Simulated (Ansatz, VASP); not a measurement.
# Two plane-wave programs on GaP

```
CELL_PARAMETERS angstrom
0.00000 2.75256 2.75256
2.75256 0.00000 2.75256
2.75256 2.75256 0.00000
ATOMIC_POSITIONS crystal
Ga 0.00000 0.00000 0.00000
P 0.75000 0.75000 0.75000
```

Alike in both runs: functional PBE; k mesh 8 × 8 × 8; occupations gaussian, width 0.02 eV; no spin polarisation.

Ansatz relaxed the structure, and its values are those at the end. VASP's run is a single point on that final structure, the one shown.

|  | VASP | Ansatz |
| --- | --- | --- |
| version | VASP 6.6.1 | Ansatz 0.2.0 |
| potentials or method | VASP PAW PBE potentials, release 64 (Ga_d, P), cutoff 520 eV | scalar-relativistic, plane waves, PAW |
| valence electrons in the cell | 18 | 18 |

```tsv
	VASP	Ansatz	Ansatz less VASP
gap on the k mesh at the Fermi level (eV)	1.58	1.58	+0.003
least direct gap on the mesh (eV)	1.58	1.58	+0.003
pressure (GPa)	0.0	0.0	+0.01
```
